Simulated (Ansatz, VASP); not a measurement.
## One calculation of ZnS, two programs

```
CELL_PARAMETERS angstrom
5.38903 0.00000 0.00000
0.00000 -5.38903 0.00000
0.00000 0.00000 -5.38903
ATOMIC_POSITIONS crystal
Zn 0.01476 0.01476 0.00000
Zn 0.50000 0.50000 0.00000
Zn 0.50000 0.00000 0.50000
Zn 0.00000 0.50000 0.50000
S 0.75000 0.75000 0.75000
S 0.25000 0.25000 0.75000
S 0.25000 0.75000 0.25000
S 0.75000 0.25000 0.25000
```

Alike in both runs: task single point; functional r2SCAN; k mesh 4 × 4 × 4; occupations gaussian, width 0.05 eV; no spin polarisation.

```csv
,VASP,Ansatz
version,VASP 6.6.1,Ansatz 0.2.0
potentials or method,"VASP PAW PBE potentials, release 64 (Zn, S), cutoff 520 eV","scalar-relativistic, plane waves, PAW"
valence electrons in the cell,72,72
```

```tsv
	VASP	Ansatz	Ansatz less VASP
gap on the k mesh at the Fermi level (eV)	2.68	2.67	-0.010
least direct gap on the mesh (eV)	2.68	2.67	-0.010
pressure (GPa)	0.2	0.1	-0.09
traceless stress, the component that is largest in VASP (GPa)	-0.48	-0.48	+0.004
rms of the force components (eV/Å)	0.205	0.209	+0.0035
```

VASP's potentials were made for PBE, not for r2SCAN. Atom by atom the forces differ by 0.005 eV/Å (rms over components). The functional is the same, so the differences come from potentials, cutoffs and numerics.
